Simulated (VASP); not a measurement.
# GaSn4S3 (Pm-3m) in VASP: notebook

The runs below take GaSn4S3 through single point, relaxation of cell and atoms, with PBE.

Everything below comes from runs of VASP 6.6.1. Logs are shortened: lines on timing, memory, paths and dates and some standing lists are left out, and cuts for length are marked.

**1. The cell of the first run**

Symmetry: Pm-3m, No. 221, cubic system. Conventional cell: a = 5.792 Å, b = 5.792 Å, c = 5.792 Å, α = 90.00°, β = 90.00°, γ = 90.00°. Within 3.8 Å of Ga (site symmetry m-3m) lie 6 Sn at 2.90 Å. Within 3.8 Å of Sn (site symmetry 4/mmm) lie 2 Ga at 2.90 Å and 4 S at 2.90 Å. Within 3.8 Å of Sn (site symmetry m-3m) lie 6 S at 2.90 Å. S (site symmetry 4/mmm) has 6 Sn at 2.90 Å within 3.8 Å.

**2. Single point, PBE**

Input file INCAR:

```
PREC = Accurate ; ENCUT = 520
EDIFF = 1E-7 ; ISMEAR = 0
SIGMA = 0.2 ; LREAL = False
LASPH = True ; NELM = 60
ALGO = Normal ; ISIF = 2
LWAVE = False ; LCHARG = False
GGA = PE ; NBANDS = 54
```

Input file KPOINTS:

```
regular mesh
0
Gamma
  4 4 4
```

Input file POSCAR:

```
GaSn4S3
1.0
    5.7919478531      0.0000000000      0.0000000000
    0.0000000000      5.7919478531      0.0000000000
    0.0000000000      0.0000000000      5.7919478531
Ga Sn S
1 4 3
Direct
    1.0000000000      0.0000000000      0.0000000000
    0.5000000000      1.0000000000      0.0000000000
    0.5000000000      0.5000000000      0.5000000000
    0.0000000000      0.5000000000      0.0000000000
    1.0000000000      0.0000000000      0.5000000000
    0.5000000000      0.0000000000      0.5000000000
    0.5000000000      0.5000000000      0.0000000000
    0.0000000000      0.5000000000      0.5000000000
```

Potentials or basis: VASP PAW PBE potentials, release 64 (Ga_d, Sn_d, S).

Run with:

```bash
cat potpaw_PBE.64/Ga_d/POTCAR potpaw_PBE.64/Sn_d/POTCAR potpaw_PBE.64/S/POTCAR > POTCAR
mpirun -np 1 vasp_std > vasp.out
```

OUTCAR:

```text
PREC = Accurate
   ENCUT = 520
   EDIFF = 1E-7
   ISMEAR = 0
   LREAL = False
   LASPH = True
   NELM = 60
   ISIF = 2
   GGA = PE

 ion  position               nearest neighbor table
   1  0.000  0.000  0.000-   2 2.90   4 2.90   5 2.90   5 2.90   4 2.90   2 2.90
   2  0.500  0.000  0.000-   1 2.90   6 2.90   7 2.90   6 2.90   7 2.90   1 2.90
   3  0.500  0.500  0.500-   6 2.90   7 2.90   8 2.90   7 2.90   6 2.90   8 2.90
   4  0.000  0.500  0.000-   1 2.90   7 2.90   8 2.90   8 2.90   1 2.90   7 2.90
   5  0.000  0.000  0.500-   1 2.90   6 2.90   8 2.90   1 2.90   8 2.90   6 2.90
   6  0.500  0.000  0.500-   2 2.90   3 2.90   5 2.90   2 2.90   3 2.90   5 2.90
   7  0.500  0.500  0.000-   2 2.90   3 2.90   4 2.90   3 2.90   2 2.90   4 2.90
   8  0.000  0.500  0.500-   3 2.90   4 2.90   5 2.90   4 2.90   5 2.90   3 2.90

  LATTYP: Found a simple cubic cell.
 ALAT       =     5.7919478531

  Lattice vectors:

 A1 = (   5.7919478531,   0.0000000000,   0.0000000000)
 A2 = (   0.0000000000,   5.7919478531,   0.0000000000)
 A3 = (   0.0000000000,   0.0000000000,   5.7919478531)

Analysis of symmetry for initial positions (statically):
=====================================================================
 Subroutine PRICEL returns:
 Original cell was already a primitive cell.

 Routine SETGRP: Setting up the symmetry group for a
 simple cubic supercell.

 Subroutine GETGRP returns: Found 48 space group operations
 (whereof 48 operations were pure point group operations)
 out of a pool of 48 trial point group operations.

The static configuration has the point symmetry O_h .

Analysis of symmetry for dynamics (positions and initial velocities):
=====================================================================
 Subroutine PRICEL returns:
 Original cell was already a primitive cell.

 Routine SETGRP: Setting up the symmetry group for a
 simple cubic supercell.

 Subroutine GETGRP returns: Found 48 space group operations
 (whereof 48 operations were pure point group operations)
 out of a pool of 48 trial point group operations.

The dynamic configuration has the point symmetry O_h .

 Subroutine INISYM returns: Found 48 space group operations
 (whereof 48 operations are pure point group operations),
 and found     1 'primitive' translations

----------------------------------------------------------------------------------------

                                     Primitive cell

[... 93 lines left out ...]
   ISIF   =      2    stress and relaxation
   ISYM   =      2    0-nonsym 1-usesym 2-fastsym
   POTIM  = 0.5000    time-step for ionic-motion
   TEBEG  =    0.0;   TEEND  =   0.0 temperature during run
   PSTRESS=    0.0 pullay stress
   NELECT =      87.0000    total number of electrons
   NUPDOWN=      -1.0000    fix difference up-down
   EMIN   =  10.00;   EMAX   =-10.00  energy-range for DOS
   EFERMI =   0.00;   METHOD = LEGACY
   ISMEAR =     0;   SIGMA  =   0.20  broadening in eV -4-tet -1-fermi 0-gaus
   EFERMI_NEDOS =   21; number of points for ismear=-14 and -15
   IALGO  =     38    algorithm
   IMIX   =      4    mixing-type and parameters
     AMIX     =   0.40;   BMIX     =  1.00
     AMIX_MAG =   1.60;   BMIX_MAG =  1.00
  volume/ion in A,a.u.               =      24.29       163.90
  Fermi-wavevector in a.u.,A,eV,Ry     =   1.252439  2.366767 21.342148  1.568604
  Thomas-Fermi vector in A             =   2.386339
   LORBIT       =      0    0 simple, 1 ext, 2 COOP (PROOUT), +10 PAW based schemes
   GGA     = PE    functional components
   LHFCALC =     F    Hartree Fock is set to
   AEXX    =    0.0000 exact exchange contribution
   IVDW    =     0    specifies the selected vdW correction
   LEPSILON=     F    determine dielectric tensor
   LRPA    =     F    only Hartree local field effects (RPA)
 non-spin polarized calculation
 Gauss-broadening in eV      SIGMA  =   0.20
  energy-cutoff  :      520.00
  volume of cell :      194.30
 maximum number of plane-waves:      5248
 NGX is ok and might be reduce to    48
   NGX = 21   NGY = 21   NGZ = 21

 number of electron      87.0000032 magnetization

 Free energy of the ion-electron system (eV)
  ---------------------------------------------------
  ext. energy  EPLUGINS =         0.00000000
  ---------------------------------------------------
  free energy    TOTEN  =       -32.72981340 eV

  energy without entropy =      -32.69398557  energy(sigma->0) =      -32.71189948

 E-fermi :   6.7041     XC(G=0):  -9.9567

 val. band max:        6.5852264221   @ k =   0.5000   0.5000   0.5000
 cond. band min:       6.8809274674   @ k =   0.5000   0.2500   0.0000
 fundamental gap:      0.2957010453
 Fermi energy:         6.7040686299

 k-point     1 :       0.0000    0.0000    0.0000
  band No.  band energies     occupation
      1     -15.1932      2.00000
      2     -15.1932      2.00000
      3     -15.1766      2.00000
      4     -15.1766      2.00000
      5     -15.1766      2.00000
      6     -15.1230      2.00000
[... 559 lines left out ...]
     53       8.4137      0.00000
     54       9.7924      0.00000

------------------------ aborting loop because EDIFF is reached ----------------------------------------

  FORCE on cell =-STRESS in cart. coord.  units (eV):
  Direction    XX          YY          ZZ          XY          YZ          ZX
  --------------------------------------------------------------------------------------
  -------------------------------------------------------------------------------------
  Total       -0.1081663     -0.1081663     -0.1081663     -0.0000000      0.0000000     -0.0000000
  in kB       -0.8919258     -0.8919258     -0.8919258     -0.0000000      0.0000000     -0.0000000
  external PRESSURE =      -0.8919258 kB  Pullay stress =       0.0000000 kB

 VOLUME and BASIS-vectors are now :
 -----------------------------------------------------------------------------
  energy-cutoff  :      520.00
  volume of cell :      194.30
      direct lattice vectors                 reciprocal lattice vectors
     5.791947853  0.000000000  0.000000000     0.172653488  0.000000000  0.000000000
     0.000000000  5.791947853  0.000000000     0.000000000  0.172653488  0.000000000
     0.000000000  0.000000000  5.791947853     0.000000000  0.000000000  0.172653488

 POSITION                                       TOTAL-FORCE (eV/Angst)
 -----------------------------------------------------------------------------------
      0.00000      0.00000      0.00000         0.000000      0.000000      0.000000
      2.89597      0.00000      0.00000         0.000000      0.000000      0.000000
      2.89597      2.89597      2.89597         0.000000      0.000000      0.000000
      0.00000      2.89597      0.00000         0.000000      0.000000      0.000000
      0.00000      0.00000      2.89597         0.000000      0.000000      0.000000
      2.89597      0.00000      2.89597         0.000000      0.000000      0.000000
      2.89597      2.89597      0.00000         0.000000      0.000000      0.000000
      0.00000      2.89597      2.89597         0.000000      0.000000      0.000000
 -----------------------------------------------------------------------------------
    total drift:                                0.000000      0.000000      0.000000

  FREE ENERGIE OF THE ION-ELECTRON SYSTEM (eV)
  ---------------------------------------------------
  free  energy   TOTEN  =       -32.7298133992 eV

  energy  without entropy=      -32.6939855655  energy(sigma->0) =      -32.71189948
```

OSZICAR:

```text
N       E                     dE             d eps       ncg     rms          rms(c)
DAV:   1     0.968386641237E+03    0.96839E+03   -0.40679E+04  1188   0.231E+03
DAV:   2     0.148127130209E+03   -0.82026E+03   -0.79737E+03  1088   0.650E+02
DAV:   3    -0.185458372942E+02   -0.16667E+03   -0.16076E+03  1234   0.221E+02
DAV:   4    -0.329821204948E+02   -0.14436E+02   -0.14112E+02  1254   0.632E+01
DAV:   5    -0.336469005249E+02   -0.66478E+00   -0.65866E+00  1418   0.136E+01    0.983E+00
DAV:   6    -0.327360883710E+02    0.91081E+00   -0.19405E+00  1364   0.684E+00    0.634E+00
DAV:   7    -0.327268274064E+02    0.92610E-02   -0.69319E-01  1490   0.329E+00    0.289E+00
DAV:   8    -0.327293202800E+02   -0.24929E-02   -0.81249E-02  1402   0.175E+00    0.365E-01
DAV:   9    -0.327292702510E+02    0.50029E-04   -0.13649E-02  1318   0.552E-01    0.119E-01
DAV:  10    -0.327297700889E+02   -0.49984E-03   -0.20594E-03  1482   0.217E-01    0.779E-02
DAV:  11    -0.327298142500E+02   -0.44161E-04   -0.14722E-04  1512   0.556E-02    0.564E-02
DAV:  12    -0.327298117831E+02    0.24670E-05   -0.77662E-05  1290   0.475E-02    0.108E-02
DAV:  13    -0.327298133271E+02   -0.15440E-05   -0.12224E-05  1268   0.198E-02    0.295E-03
DAV:  14    -0.327298134390E+02   -0.11190E-06   -0.14135E-06  1360   0.748E-03    0.182E-03
DAV:  15    -0.327298133992E+02    0.39776E-07   -0.17690E-07   870   0.360E-03
   1 F= -.32729813E+02 E0= -.32711899E+02  d E =-.358278E-01
```

stdout:

```text
POSCAR found type information on POSCAR GaSnS
 POSCAR found :  3 types and       8 ions
 scaLAPACK will be used
 LDA part: xc-table for (Slater+PW92), standard interpolation
 POSCAR, INCAR and KPOINTS ok, starting setup
 FFT: planning ... GRIDC
 FFT: planning ... GRID_SOFT
 FFT: planning ... GRID
 WAVECAR not read
 entering main loop
```

It took 93 s on 1 thread of Intel Xeon Platinum 8375C at 2.90GHz (Ice Lake), shared host; peak memory 0.36 GiB.

What came out:

```yaml
Free_energy: -32.7298 eV
Pressure: -0.1 GPa
```

Caveat: spin-orbit coupling is left out, which moves the levels of the heavy elements.

**3. Relaxation of cell and atoms, PBE**

This run uses another cell than the first one, of 24.01 Å³/atom, 0.989 times its volume.

Input file INCAR:

```
  PREC = Accurate
  ENCUT = 600
  EDIFF = 1E-6
  ISMEAR = 0
  SIGMA = 0.2
  LREAL = False
  LASPH = True
  NELM = 100
  ALGO = Normal
  ISIF = 3
  LWAVE = False
  LCHARG = False
  GGA = PE
  IBRION = 2
  NSW = 36
  EDIFFG = -0.08
```

Input file KPOINTS:

```
regular mesh
0
Gamma
  3 3 3
```

Input file POSCAR:

```
GaSn4S3
1.0
    5.7700000000      0.0000000000      0.0000000000
    0.0000000000      5.7700000000      0.0000000000
    0.0000000000      0.0000000000      5.7700000000
Ga Sn S
1 4 3
Direct
    0.0000000000      0.0000000000      0.0000000000
    0.5000000000      0.0000000000      0.0000000000
    0.5000000000      0.5000000000      0.5000000000
    0.0000000000      0.5000000000      0.0000000000
    0.0000000000      0.0000000000      0.5000000000
    0.5000000000      0.0000000000      0.5000000000
    0.5000000000      0.5000000000      0.0000000000
    0.0000000000      0.5000000000      0.5000000000
```

Potentials or basis: VASP PAW PBE potentials, release 64 (Ga_d, Sn_d, S).

Run with:

```bash
cat potpaw_PBE.64/Ga_d/POTCAR potpaw_PBE.64/Sn_d/POTCAR potpaw_PBE.64/S/POTCAR > POTCAR
mpirun -np 1 vasp_std > vasp.out
```

It took 45 s on 1 thread of Intel Xeon Platinum 8375C at 2.90GHz (Ice Lake), shared host; peak memory 0.33 GiB.

It converged, with:

```
Free energy             : -33.2289 eV
Pressure after relaxing : 0.0 GPa
```

Final structure:
```
CELL_PARAMETERS angstrom
5.77000 0.00000 0.00000
0.00000 5.77000 0.00000
0.00000 0.00000 5.77000
ATOMIC_POSITIONS crystal
Ga 0.00000 0.00000 0.00000
Sn 0.50000 0.00000 0.00000
Sn 0.50000 0.50000 0.50000
Sn 0.00000 0.50000 0.00000
Sn 0.00000 0.00000 0.50000
S 0.50000 0.00000 0.50000
S 0.50000 0.50000 0.00000
S 0.00000 0.50000 0.50000
```

Levels at points of the mesh, in eV from the Fermi level:
```tsv
k point	band 41	band 42	band 43	band 44	band 45	band 46	band 47	band 48
(0.00, 0.00, 0.00)	-3.80	-1.81	-1.31	-1.31	-1.31	2.73	2.73	2.73
```

Caveat: the k points lie up to 0.36 Å⁻¹ apart in the final cell; the relaxation stopped at its first step, so nothing moved; spin-orbit coupling is left out, which moves the levels of the heavy elements.

**4. Relaxation of cell and atoms, PBE**

This run uses another cell than the first one, of 26.31 Å³/atom, 1.083 times its volume.

Input file INCAR:

```
PREC = Accurate
ENCUT = 600
EDIFF = 1E-6
ISMEAR = 0
SIGMA = 0.2
LREAL = False
LASPH = True
NELM = 100
ALGO = Normal
ISIF = 3
LWAVE = False
LCHARG = False
GGA = PE
IBRION = 2
NSW = 36
EDIFFG = -0.08
```

KPOINTS is that of step 3.

Input file POSCAR:

```
GaSn4S3
1.0
    5.9484210800      0.0000000000      0.0000000000
    0.0000000000      5.9484210800      0.0000000000
    0.0000000000      0.0000000000      5.9484210800
Ga Sn S
1 4 3
Direct
    0.5000000000      0.5000000000      0.5000000000
    0.5000000000      0.0000000000      0.0000000000
    0.0000000000      0.5000000000      0.0000000000
    0.0000000000      0.0000000000      0.5000000000
    0.0000000000      0.0000000000      0.0000000000
    0.0000000000      0.5000000000      0.5000000000
    0.5000000000      0.0000000000      0.5000000000
    0.5000000000      0.5000000000      0.0000000000
```

Potentials or basis: VASP PAW PBE potentials, release 64 (Ga_d, Sn_d, S).

Run with:

```bash
cat potpaw_PBE.64/Ga_d/POTCAR potpaw_PBE.64/Sn_d/POTCAR potpaw_PBE.64/S/POTCAR > POTCAR
mpirun -np 1 vasp_std > vasp.out
```

OUTCAR:

```text
PREC = Accurate
   ENCUT = 600
   EDIFF = 1E-6
   ISMEAR = 0
   LREAL = False
   LASPH = True
   NELM = 100
   ISIF = 3
   GGA = PE
   IBRION = 2
   NSW = 36
   EDIFFG = -0.08

 ion  position               nearest neighbor table
   1  0.500  0.500  0.500-
   2  0.500  0.000  0.000-   5 2.97   7 2.97   8 2.97   7 2.97   8 2.97   5 2.97
   3  0.000  0.500  0.000-   5 2.97   6 2.97   8 2.97   6 2.97   5 2.97   8 2.97
   4  0.000  0.000  0.500-   5 2.97   6 2.97   7 2.97   5 2.97   6 2.97   7 2.97
   5  0.000  0.000  0.000-   2 2.97   3 2.97   4 2.97   4 2.97   3 2.97   2 2.97
   6  0.000  0.500  0.500-   3 2.97   4 2.97   3 2.97   4 2.97
   7  0.500  0.000  0.500-   2 2.97   4 2.97   2 2.97   4 2.97
   8  0.500  0.500  0.000-   2 2.97   3 2.97   2 2.97   3 2.97

  LATTYP: Found a simple cubic cell.
 ALAT       =     5.9484210800

  Lattice vectors:

 A1 = (   5.9484210800,   0.0000000000,   0.0000000000)
 A2 = (   0.0000000000,   5.9484210800,   0.0000000000)
 A3 = (   0.0000000000,   0.0000000000,   5.9484210800)

[... 224 lines left out ...]
 Fermi energy:         6.3265846746

 k-point     1 :       0.0000    0.0000    0.0000
  band No.  band energies     occupation
      1     -15.4529      2.00000
      2     -15.4529      2.00000
      3     -15.2609      2.00000
      4     -15.2609      2.00000
      5     -15.2609      2.00000
      6     -15.2343      2.00000
[... 209 lines left out ...]
     51       9.0206      0.00000
     52       9.9450      0.00000

------------------------ aborting loop because EDIFF is reached ----------------------------------------

  FORCE on cell =-STRESS in cart. coord.  units (eV):
  Direction    XX          YY          ZZ          XY          YZ          ZX
  --------------------------------------------------------------------------------------
  -------------------------------------------------------------------------------------
  Total        0.5959348      0.5959348      0.5959348     -0.0000000     -0.0000000      0.0000000
  in kB        4.9375911      4.9375911      4.9375911     -0.0000000     -0.0000000      0.0000000
  external PRESSURE =       4.9375911 kB  Pullay stress =       0.0000000 kB

 VOLUME and BASIS-vectors are now :
 -----------------------------------------------------------------------------
  energy-cutoff  :      600.00
  volume of cell :      193.37
      direct lattice vectors                 reciprocal lattice vectors
     5.782709972 -0.000000000  0.000000000     0.172929302  0.000000000 -0.000000000
    -0.000000000  5.782709972 -0.000000000     0.000000000  0.172929302 -0.000000000
     0.000000000  0.000000000  5.782709972    -0.000000000  0.000000000  0.172929302

 POSITION                                       TOTAL-FORCE (eV/Angst)
 -----------------------------------------------------------------------------------
      2.89135      2.89135      2.89135         0.000000      0.000000      0.000000
      2.89135     -0.00000      0.00000        -0.000000      0.000000      0.000000
     -0.00000      2.89135     -0.00000        -0.000000      0.000000      0.000000
      0.00000      0.00000      2.89135         0.000000      0.000000      0.000000
      0.00000      0.00000      0.00000        -0.000000      0.000000      0.000000
      0.00000      2.89135      2.89135        -0.000000      0.000000      0.000000
      2.89135      0.00000      2.89135        -0.000000      0.000000      0.000000
      2.89135      2.89135     -0.00000         0.000000     -0.000000      0.000000
 -----------------------------------------------------------------------------------
    total drift:                                0.000000      0.000000      0.000000

  FREE ENERGIE OF THE ION-ELECTRON SYSTEM (eV)
  ---------------------------------------------------
  free  energy   TOTEN  =       -32.4384107878 eV

  energy  without entropy=      -32.3422606247  energy(sigma->0) =      -32.39033571

 reached required accuracy - stopping structural energy minimisation
```

CONTCAR:

```text
GaSn4S3
   1.00000000000000
     5.7827099723315909   -0.0000000000000000    0.0000000000000000
    -0.0000000000000000    5.7827099723315909   -0.0000000000000000
     0.0000000000000000    0.0000000000000000    5.7827099723315909
  Ga              Sn              S
     1     4     3
Direct
     0.5000000000000000    0.5000000000000000    0.5000000000000000
     0.5000000000000000    0.0000000000000000    0.0000000000000000
     0.0000000000000000    0.5000000000000000    0.0000000000000000
     0.0000000000000000    0.0000000000000000    0.5000000000000000
     0.0000000000000000    0.0000000000000000    0.0000000000000000
     0.0000000000000000    0.5000000000000000    0.5000000000000000
     0.5000000000000000    0.0000000000000000    0.5000000000000000
     0.5000000000000000    0.5000000000000000    0.0000000000000000

  0.00000000E+00  0.00000000E+00  0.00000000E+00
  0.00000000E+00  0.00000000E+00  0.00000000E+00
  0.00000000E+00  0.00000000E+00  0.00000000E+00
  0.00000000E+00  0.00000000E+00  0.00000000E+00
  0.00000000E+00  0.00000000E+00  0.00000000E+00
  0.00000000E+00  0.00000000E+00  0.00000000E+00
  0.00000000E+00  0.00000000E+00  0.00000000E+00
  0.00000000E+00  0.00000000E+00  0.00000000E+00
```

Wall time 92 s (1 thread of Intel Xeon Platinum 8375C at 2.90GHz (Ice Lake), shared host); peak memory 0.35 GiB.

What came out:

```
Free energy                            : -32.4384 eV
Relaxed volume                         : 24.17 Å³/atom
Relaxed cell                           : a = 5.783 Å, b = 5.783 Å, c = 5.783 Å, α = 90.00°, β = 90.00°, γ = 90.00°
Space group after relaxing (to 0.05 Å) : Pm-3m (No. 221)
Energy gained by relaxing              : 22.4 meV/atom
Ionic steps                            : 2
Pressure after relaxing                : 0.5 GPa
```

The path:
```csv
step,energy change (eV),largest force (eV/Å),pressure (GPa),volume (Å³)
1,0.0000,0.0000,-3.52,210.48
2,-0.1794,0.0000,0.49,193.37
```

Final structure:
```xyz
8
Lattice="5.7827 0.0000 0.0000 0.0000 5.7827 0.0000 0.0000 0.0000 5.7827" Properties=species:S:1:pos:R:3 pbc="T T T"
Ga    2.8914    2.8914    2.8914
Sn    2.8914    0.0000    0.0000
Sn    0.0000    2.8914    0.0000
Sn    0.0000    0.0000    2.8914
Sn    0.0000    0.0000    0.0000
S     0.0000    2.8914    2.8914
S     2.8914    0.0000    2.8914
S     2.8914    2.8914    0.0000
```

Levels at points of the mesh, in eV from the Fermi level:
```tsv
k point	band 39	band 40	band 41	band 42	band 43	band 44	band 45	band 46	band 47	band 48
(0.00, 0.00, 0.00)	-2.82	-2.82	-2.82	-1.97	-1.41	-1.41	-1.41	3.38	3.38	3.38
```

Caveat: spin-orbit coupling is left out, which moves the levels of the heavy elements.

(Part 1 of 2 ends here.)
